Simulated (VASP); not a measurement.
Input of a VASP 6.6.1 run:

Contents of INCAR:

```
SYSTEM = Zr
PREC = Accurate
ENCUT = 520
EDIFF = 1E-6
ISMEAR = -1
SIGMA = 0.08
LREAL = .FALSE.
LASPH = .TRUE.
NELM = 100
ALGO = Normal
ISIF = 2
LWAVE = .FALSE.
LCHARG = .TRUE.
GGA = PE
LELF = .TRUE.
LVHAR = .TRUE.
NBANDS = 19
```

File KPOINTS:

```
Automatic mesh
0
G
  13 13 7
  0 0 0
```

The input POSCAR:

```
Zr
1.0
    3.2319982225      0.0000000000      0.0000000000
   -1.6159991112      2.7989925656      0.0000000000
    0.0000000000      0.0000000000      4.9925900000
Zr
2
Direct
    0.3333333333      0.6666666667      0.2500000000
    0.6666666667      0.3333333333      0.7500000000
```

Potentials or basis: VASP PAW PBE potentials, release 64 (Zr_sv).

The run is started by

```sh
$ cat potpaw_PBE.64/Zr_sv/POTCAR > POTCAR
$ mpirun -np 1 vasp_std > vasp.out
```

(1) Predict the band gap on the k mesh.

(2) What does it give for the pressure?

Answers

(1) zero (band 12 reaches 10.30 eV, above the bottom of band 13 at 9.12 eV).

(2) 3.7 GPa.

Caveat: the cell differs from its parent crystal (zz strain of -3 %).
